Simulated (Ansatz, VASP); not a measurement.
# One calculation of Ir, two programs

```
Ir
1.0
     2.54259    0.00000    0.00000
     0.00000    2.54259    0.00000
     0.00000    0.00000    2.54259
Ir
1
Direct
  0.00000 0.00000 0.00000
```

Alike in both runs: task single point; functional PBEsol; k mesh 14 × 14 × 14; occupations fermi-dirac, width 0.1 eV; no spin polarisation.

```csv
,VASP,Ansatz
version,VASP 6.6.1,Ansatz 0.2.0
potentials or method,"VASP PAW PBE potentials, release 64 (Ir), cutoff 520 eV","plane waves (420 eV) with PAW, scalar-relativistic"
valence electrons in the cell,9,17
```

VASP gave:

```
pressure (GPa) : 0.0
```

Task: What did Ansatz give for the same quantities?

Result: Pressure (GPa): -0.5.

VASP's potentials were made for PBE, not for PBEsol, and Ansatz warns of the same on its side. With one functional, cell and mesh, what is left measures potentials, basis and numerics. VASP's potentials hold 9 valence electrons a cell and Ansatz's 17, so a difference there can come from the potentials and not from the codes.

Spin-orbit coupling is off throughout.
